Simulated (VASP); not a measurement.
The system is Al2O3.

```xyz
5
Lattice="3.0175 0.0000 0.0000 -1.5087 2.6132 0.0000 0.0000 0.0000 7.5746" Properties=species:S:1:pos:R:3 pbc="T T T"
Al    0.0000    0.0000    2.1054
Al    0.0000    0.0000    5.4693
O     0.0000    1.7421    1.5108
O     1.5087    0.8711    6.0639
O     0.0000    0.0000    3.7873
```

Base run:

```yaml
Program: VASP 6.6.1
Functional: BLYP
Potentials_or_basis: VASP PAW PBE potentials, release 64 (Al, O)
Cutoff: 600 eV
k_mesh: 7 × 7 × 3
Occupations: gaussian, width 0.01 eV
Spin: no spin polarisation
```

Its results: band gap on the k mesh 2.46 eV; pressure 1.8 GPa; largest force 0.141 eV/Å.

Problem. The run is repeated on the same cell with these changes: functional from BLYP to LDA; potentials or basis from VASP PAW PBE potentials, release 64 (Al, O) to VASP PAW LDA potentials, release 64 (Al, O). What comes out?

Solution. Band gap on the k mesh 2.19 eV; pressure -7.8 GPa; largest force 0.431 eV/Å.

Caveats: the PAW data sets were made with another functional, which shifts forces and pressure a little (at least some runs); an odd mesh through Γ misses points on the zone boundary, where band edges can lie (at least some runs); the cell stands under tension (at least some runs).
